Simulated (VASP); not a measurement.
# Sc in VASP: single point with r2SCAN+rVV10

Aim: the single point of Sc with r2SCAN+rVV10.

Everything below comes from runs of VASP 6.6.1. Logs are shortened: lines on timing, memory, paths and dates and some standing lists are left out, and cuts for length are marked.

## 1. The cell of the first run

The cell holds a slab with vacuum, 5 atoms: a = 3.172 Å, b = 3.172 Å, c = 30.362 Å, α = 90.00°, β = 90.00°, γ = 120.00°.

## 2. Single point, r2SCAN+rVV10

The input, POSCAR:

```
Sc
1.0
    3.1724512775      0.0000000000      0.0000000000
   -1.5862256388      2.7474233986      0.0000000000
    0.0000000000      0.0000000000     30.3619365903
Sc
5
Direct
    0.3333333333      0.6666666667      0.2305518286
    0.6666666667      0.3333333333      0.3182981514
    0.3333333333      0.6666666667      0.4074352856
    0.6666666667      0.3333333333      0.4946822722
    0.3333333333      0.6666666667      0.5804970402
```

The input, INCAR.step1:

```
SYSTEM = Sc
PREC = Accurate
ENCUT = 520
ISMEAR = 1
SIGMA = 0.1
LREAL = .False.
LASPH = .True.
NELM = 100
LDIPOL = .True.
IDIPOL = 3
DIPOL = 0.5 0.5 0.406
NBANDS = 36
GGA = PE
ALGO = Normal
EDIFF = 1E-4
LWAVE = .True.
LCHARG = .False.
```

The input, INCAR.step2:

```
SYSTEM = Sc
PREC = Accurate
ENCUT = 520
EDIFF = 1E-7
ISMEAR = 1
SIGMA = 0.1
LREAL = .False.
LASPH = .True.
NELM = 100
ALGO = Normal
ISIF = 2
LWAVE = .False.
LCHARG = .False.
LDIPOL = .True.
IDIPOL = 3
DIPOL = 0.5 0.5 0.406
METAGGA = R2SCAN
LMIXTAU = .True.
LUSE_VDW = .True.
IVDW_NL = 2
BPARAM = 11.95
CPARAM = 0.0093
NBANDS = 36
ISTART = 1
```

The input, KPOINTS:

```
regular mesh
0
Gamma
  15 15 1
  0 0 0
```

Potentials or basis: VASP PAW PBE potentials, release 64 (Sc_sv).

Launch:

```bash
cat potpaw_PBE.64/Sc_sv/POTCAR > POTCAR
cp INCAR.step1 INCAR
mpirun -np 1 vasp_std > vasp.out
cp INCAR.step2 INCAR
mpirun -np 1 vasp_std > vasp.out
```

OUTCAR:

```text
SYSTEM = Sc
   PREC = Accurate
   ENCUT = 520
   EDIFF = 1E-7
   ISMEAR = 1
   LREAL = .False.
   LASPH = .True.
   NELM = 100
   ISIF = 2
   METAGGA = R2SCAN
   IVDW_NL = 2
   BPARAM = 11.95
   ISTART = 1

 ion  position               nearest neighbor table
   1  0.333  0.667  0.231-   2 3.23   2 3.23   2 3.23
   2  0.667  0.333  0.318-   1 3.23   1 3.23   1 3.23   3 3.27   3 3.27   3 3.27
   3  0.333  0.667  0.407-   4 3.22   4 3.22   4 3.22   2 3.27   2 3.27   2 3.27
   4  0.667  0.333  0.495-   5 3.18   5 3.18   5 3.18   3 3.22   3 3.22   3 3.22
   5  0.333  0.667  0.580-   4 3.18   4 3.18   4 3.18

  LATTYP: Found a hexagonal cell.
 ALAT       =     3.1724512775
 C/A-ratio  =     9.5704973645

  Lattice vectors:

 A1 = (   3.1724512775,   0.0000000000,   0.0000000000)
 A2 = (  -1.5862256388,   2.7474233986,   0.0000000000)
 A3 = (   0.0000000000,   0.0000000000,  30.3619365903)

Analysis of symmetry for initial positions (statically):
=====================================================================
 Subroutine PRICEL returns:
 Original cell was already a primitive cell.

 Routine SETGRP: Setting up the symmetry group for a
 hexagonal supercell.

 Subroutine GETGRP returns: Found  6 space group operations
 (whereof  6 operations were pure point group operations)
 out of a pool of 24 trial point group operations.

The static configuration has the point symmetry C_3v.

Analysis of symmetry for dynamics (positions and initial velocities):
=====================================================================
 Subroutine PRICEL returns:
 Original cell was already a primitive cell.

 Routine SETGRP: Setting up the symmetry group for a
 hexagonal supercell.

 Subroutine GETGRP returns: Found  6 space group operations
 (whereof  6 operations were pure point group operations)
 out of a pool of 24 trial point group operations.

The dynamic configuration has the point symmetry C_3v.

 Subroutine INISYM returns: Found  6 space group operations
 (whereof  6 operations are pure point group operations),
 and found     1 'primitive' translations

----------------------------------------------------------------------------------------

                                     Primitive cell

  volume of cell :     264.6367

  direct lattice vectors                    reciprocal lattice vectors
     3.172451277  0.000000000  0.000000000     0.315213667  0.181988695  0.000000000
    -1.586225639  2.747423399  0.000000000     0.000000000  0.363977391  0.000000000
     0.000000000  0.000000000 30.361936590     0.000000000  0.000000000  0.032935976

  length of vectors
     3.172451277  3.172451278 30.361936590     0.363977391  0.363977391  0.032935976

  position of ions in fractional coordinates (direct lattice)
     0.333333333  0.666666667  0.230551829
     0.666666667  0.333333333  0.318298151
     0.333333333  0.666666667  0.407435286
     0.666666667  0.333333333  0.494682272
     0.333333333  0.666666667  0.580497040

  ion indices of the primitive-cell ions
   primitive index   ion index
                 1           1
                 2           2
                 3           3
                 4           4
                 5           5

----------------------------------------------------------------------------------------

 KPOINTS: regular mesh

Automatic generation of k-mesh.
 Grid dimensions read from file:
 generate k-points for:   15   15    1

 Generating k-lattice:

  Cartesian coordinates                     Fractional coordinates (reciprocal lattice)
     0.021014244  0.012132580  0.000000000     0.066666667 -0.000000000  0.000000000
     0.000000000  0.024265159  0.000000000     0.000000000  0.066666667  0.000000000
     0.000000000  0.000000000  0.032935976     0.000000000  0.000000000  1.000000000

  Length of vectors
     0.024265159  0.024265159  0.032935976

  Shift w.r.t. Gamma in fractional coordinates (k-lattice)
     0.000000000  0.000000000  0.000000000

 Subroutine IBZKPT returns following result:
 ===========================================

 Found     27 irreducible k-points:

 Following reciprocal coordinates:
            Coordinates               Weight
  0.000000  0.000000  0.000000      1.000000
  0.066667  0.000000  0.000000      6.000000
  0.133333  0.000000  0.000000      6.000000
  0.200000  0.000000  0.000000      6.000000
  0.266667  0.000000  0.000000      6.000000
  0.333333  0.000000  0.000000      6.000000
[... 16 lines left out ...]
  0.333333  0.200000  0.000000     12.000000
  0.400000  0.200000  0.000000      6.000000
 [... further k-points ...]
   k-points           NKPTS =     27   k-points in BZ     NKDIM =     27   number of bands    NBANDS=     36
   number of dos      NEDOS =    301   number of ions     NIONS =      5
   total plane-waves  NPLWV = 138240
   dimension x,y,z NGX =    24 NGY =   24 NGZ =  240
   dimension x,y,z NGXF=    48 NGYF=   48 NGZF=  480
   ions per type =               5
   NGX,Y,Z   is equivalent  to a cutoff of  12.58, 12.58, 13.14 a.u.
   NGXF,Y,Z  is equivalent  to a cutoff of  25.15, 25.15, 26.28 a.u.
 SYSTEM =  Sc
   PREC   = accura    normal or accurate (medium, high low for compatibility)
   ISTART =      1    job   : 0-new  1-cont  2-samecut
   ICHARG =      0    charge: 1-file 2-atom 10-const
   ISPIN  =      1    spin polarized calculation?
   LNONCOLLINEAR =      F non collinear calculations
   LSORBIT =      F    spin-orbit coupling
   LASPH  =      T    aspherical Exc in radial PAW
   ENCUT  =  520.0 eV  38.22 Ry    6.18 a.u.   5.90  5.90 56.45*2*pi/ulx,y,z
   NELM   =    100;   NELMIN=  2; NELMDL=  0     # of ELM steps
   EDIFF  = 0.1E-06   stopping-criterion for ELM
   LREAL  =      F    real-space projection
   EDIFFG = 0.1E-05   stopping-criterion for IOM
   NSW    =      0    number of steps for IOM
   IBRION =     -1    ionic relax: 0-MD 1-quasi-New 2-CG
   NFREE  =      0    steps in history (QN), initial steepest desc. (CG)
   ISIF   =      2    stress and relaxation
   ISYM   =      2    0-nonsym 1-usesym 2-fastsym
   POTIM  = 0.5000    time-step for ionic-motion
   TEBEG  =    0.0;   TEEND  =   0.0 temperature during run
   PSTRESS=    0.0 pullay stress
   NELECT =      55.0000    total number of electrons
   NUPDOWN=      -1.0000    fix difference up-down
   EMIN   =  10.00;   EMAX   =-10.00  energy-range for DOS
   EFERMI =   0.00;   METHOD = LEGACY
   ISMEAR =     1;   SIGMA  =   0.10  broadening in eV -4-tet -1-fermi 0-gaus
   EFERMI_NEDOS =   21; number of points for ismear=-14 and -15
   IALGO  =     38    algorithm
   IMIX   =      4    mixing-type and parameters
     AMIX     =   0.40;   BMIX     =  1.00
     AMIX_MAG =   1.60;   BMIX_MAG =  1.00
  volume/ion in A,a.u.               =      52.93       357.17
  Fermi-wavevector in a.u.,A,eV,Ry     =   0.969719  1.832502 12.794295  0.940354
  Thomas-Fermi vector in A             =   2.099794
   LORBIT       =      0    0 simple, 1 ext, 2 COOP (PROOUT), +10 PAW based schemes
   METAGGA = R2SCAN    functional components
   LHFCALC =     F    Hartree Fock is set to
   AEXX    =    0.0000 exact exchange contribution
   IVDW_NL    =     2    kernel type
   BPARAM     =11.9500
   IVDW    =     0    specifies the selected vdW correction
   LEPSILON=     F    determine dielectric tensor
   LRPA    =     F    only Hartree local field effects (RPA)
 non-spin polarized calculation
 Methfessel and Paxton  Order N= 1 SIGMA  =   0.10
  energy-cutoff  :      520.00
  volume of cell :      264.64
 maximum number of plane-waves:      7162
 NGX is ok and might be reduce to    24
   NGX = 11   NGY = 11   NGZ =113

 dipolmoment           0.000000      0.000000      0.001208 electrons x Angstroem

 number of electron      54.9999994 magnetization

 dipolmoment           0.000000      0.000000     -0.002539 electrons x Angstroem

 Free energy of the ion-electron system (eV)
  ---------------------------------------------------
  ext. energy  EPLUGINS =         0.00000000
  ---------------------------------------------------
  free energy    TOTEN  =       -53.50011125 eV

  energy without entropy =      -53.48896774  energy(sigma->0) =      -53.49639675

 E-fermi :  -0.3021     XC(G=0):  -5.4192

 val. band max:       -0.3028697694   @ k =   0.1333   0.0667   0.0000
 cond. band min:      -0.2893001065   @ k =   0.0000   0.0000   0.0000
 fundamental gap:      0.0135696629
 Fermi energy:        -0.3020595469

 k-point     1 :       0.0000    0.0000    0.0000
  band No.  band energies     occupation
      1     -52.1045      2.00000
      2     -52.0528      2.00000
      3     -51.6282      2.00000
      4     -51.5943      2.00000
      5     -51.5052      2.00000
      6     -29.8380      2.00000
[... 28 lines left out ...]
     35       1.4205     -0.00000
     36       1.6410     -0.00000

 k-point     2 :       0.0667    0.0000    0.0000
  band No.  band energies     occupation
      1     -52.1019      2.00000
      2     -52.0502      2.00000
      3     -51.6254      2.00000
      4     -51.5919      2.00000
      5     -51.5028      2.00000
      6     -29.8345      2.00000
[... 28 lines left out ...]
     35       1.4973     -0.00000
     36       1.5984     -0.00000

 k-point     3 :       0.1333    0.0000    0.0000
  band No.  band energies     occupation
      1     -52.0946      2.00000
      2     -52.0429      2.00000
      3     -51.6174      2.00000
      4     -51.5852      2.00000
      5     -51.4961      2.00000
      6     -29.8248      2.00000
[... 28 lines left out ...]
     35       1.5631     -0.00000
     36       1.7109      0.00000
[... 742 lines left out ...]
 k-point    23 :       0.3333    0.2000    0.0000
  band No.  band energies     occupation
      1     -52.0422      2.00000
      2     -51.9900      2.00000
      3     -51.5586      2.00000
      4     -51.5379      2.00000
      5     -51.4477      2.00000
      6     -29.8884      2.00000
[... 28 lines left out ...]
     35       1.0326     -0.00000
     36       1.1678     -0.00000

 k-point    24 :       0.4000    0.2000    0.0000
  band No.  band energies     occupation
      1     -52.0401      2.00000
      2     -51.9879      2.00000
      3     -51.5561      2.00000
      4     -51.5361      2.00000
      5     -51.4457      2.00000
      6     -29.8965      2.00000
[... 28 lines left out ...]
     35       0.9577     -0.00000
     36       1.0796     -0.00000

 [... further k-points ...]

------------------------ aborting loop because EDIFF is reached ----------------------------------------

 vacuum level on the upper side and lower side of the slab       (xc-potential included)         0.056         0.107

  FORCE on cell =-STRESS in cart. coord.  units (eV):
  Direction    XX          YY          ZZ          XY          YZ          ZX
  --------------------------------------------------------------------------------------
  -------------------------------------------------------------------------------------
  Total        3.3960966      3.3960966      0.4880923     -0.0000000      0.0000000      0.0000000
  in kB       20.5608276     20.5608276      2.9550343     -0.0000000      0.0000000      0.0000000
  external PRESSURE =      14.6922298 kB  Pullay stress =       0.0000000 kB

 VOLUME and BASIS-vectors are now :
 -----------------------------------------------------------------------------
  energy-cutoff  :      520.00
  volume of cell :      264.64
      direct lattice vectors                 reciprocal lattice vectors
     3.172451277  0.000000000  0.000000000     0.315213667  0.181988695  0.000000000
    -1.586225639  2.747423399  0.000000000     0.000000000  0.363977391  0.000000000
     0.000000000  0.000000000 30.361936590     0.000000000  0.000000000  0.032935976

 POSITION                                       TOTAL-FORCE (eV/Angst)
 -----------------------------------------------------------------------------------
     -0.00000      1.83162      7.00000         0.000000     -0.000000     -0.015921
      1.58623      0.91581      9.66415         0.000000     -0.000000      0.024587
     -0.00000      1.83162     12.37052        -0.000000      0.000000     -0.096262
      1.58623      0.91581     15.01951        -0.000000     -0.000000     -0.027585
     -0.00000      1.83162     17.62501        -0.000000      0.000000      0.115181
 -----------------------------------------------------------------------------------
    total drift:                                0.000000     -0.000000     -0.002207

  FREE ENERGIE OF THE ION-ELECTRON SYSTEM (eV)
  ---------------------------------------------------
  free  energy   TOTEN  =       -53.5001112542 eV

  energy  without entropy=      -53.4889677446  energy(sigma->0) =      -53.49639675

 vacuum level on the upper side and lower side of the slab         3.740         3.792
```

Run time: 25 min. Hardware: 1 thread of Intel Xeon 6975P-C (Granite Rapids), shared host; peak memory 0.97 GiB.

Results:

| Property | Result |
| --- | --- |
| Free energy | -53.5001 eV |
| Largest force | 0.115 eV/Å |
| Band gap on the k mesh | zero (an odd number of electrons rules out a gap without spin polarisation) |

Forces on the atoms (eV/Å):
```
Sc   0.000  0.000 -0.016
Sc   0.000  0.000  0.025
Sc   0.000  0.000 -0.096
Sc   0.000  0.000 -0.028
Sc   0.000  0.000  0.115
```

Caveat: the PAW data sets were made with another functional, which shifts forces and pressure a little.
